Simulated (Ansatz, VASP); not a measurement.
# Two plane-wave programs on PtSe

The input POSCAR:

```
PtSe
1.0
    0.0000000000      3.0374472300      3.0374472300
    3.0374472300      0.0000000000      3.0374472300
    3.0374472300      3.0374472300      0.0000000000
Pt Se
1 1
Direct
    0.0000000000      0.0000000000      0.0000000000
    0.2500000000      0.2500000000      0.2500000000
```

Contents of INCAR.step1:

```
ALGO = Normal ; EDIFF = 1E-4
ENCUT = 600 ; GGA = PE
ISMEAR = -1 ; LASPH = True
LCHARG = False ; LREAL = False
LWAVE = True ; NELM = 60
PREC = Accurate ; SIGMA = 0.05
```

INCAR.step2

```
ALGO = Normal ; EDIFF = 1E-7
EDIFFG = -0.01 ; ENCUT = 600
IBRION = 2 ; ISIF = 3
ISMEAR = -1 ; ISTART = 1
LASPH = True ; LCHARG = False
LMIXTAU = True ; LREAL = False
LWAVE = False ; METAGGA = R2SCAN
NELM = 60 ; NSW = 60
PREC = Accurate ; SIGMA = 0.05
```

Contents of KPOINTS:

```
k-points
0
Gamma
  8 8 8
```

Contents of input.yaml:

```yaml
crystal:
  lattice:
    - [0.0, 3.03744723, 3.03744723]
    - [3.03744723, 0.0, 3.03744723]
    - [3.03744723, 3.03744723, 0.0]
  atoms:
    - { symbol: Pt, position: [0.0, 0.0, 0.0] }
    - { symbol: Se, position: [0.25, 0.25, 0.25] }
hamiltonian:
  xc: r2scan
  pseudopotentials: { kind: paw }
kpoints:
  mp_grid: { grid: [8, 8, 8] }
scf:
  occupations: { method: fermi_dirac, width: 0.05 }
output:
  forces: true
  stress: true
  eigenvalues: true
relax:
  f_tol: 0.01
  max_steps: 40
  cell: { stress_tol: 0.05 }
```

Alike in both runs: task relaxation of cell and atoms; functional r2SCAN; k mesh 8 × 8 × 8; occupations fermi-dirac, width 0.05 eV; no spin polarisation.

```csv
,VASP,Ansatz
version,VASP 6.6.1,Ansatz 0.2.0
potentials or method,"VASP PAW PBE potentials, release 64 (Pt, Se)",Ansatz PAW
plane-wave cutoff (eV),600,500
valence electrons in the cell,16,34
```

```csv
,VASP,Ansatz,Ansatz less VASP
"gap on the k mesh at the Fermi level, each at its own relaxed structure (eV)",none,none,-
relaxed volume (Å³/atom),22.46,22.46,+0.001
relaxed cell length with the largest relative difference (Å),3.990,3.990,+0.0001
```

VASP's potentials were made for PBE, not for r2SCAN. A gap of «none» marks a metal or a gap that the smearing closes. VASP's potentials hold 16 valence electrons a cell and Ansatz's 34, so a difference there can come from the potentials and not from the codes.

Spin-orbit coupling is off throughout. Noted on VASP's run: the volume moved by over 15 % at a fixed basis, so the end points are rough. Noted on Ansatz's run: the volume moved by over 15 % at a fixed basis, so the end points are rough; the plane-wave basis is chosen anew once the cell has moved, so the energies of steps on either side of that aren't comparable.
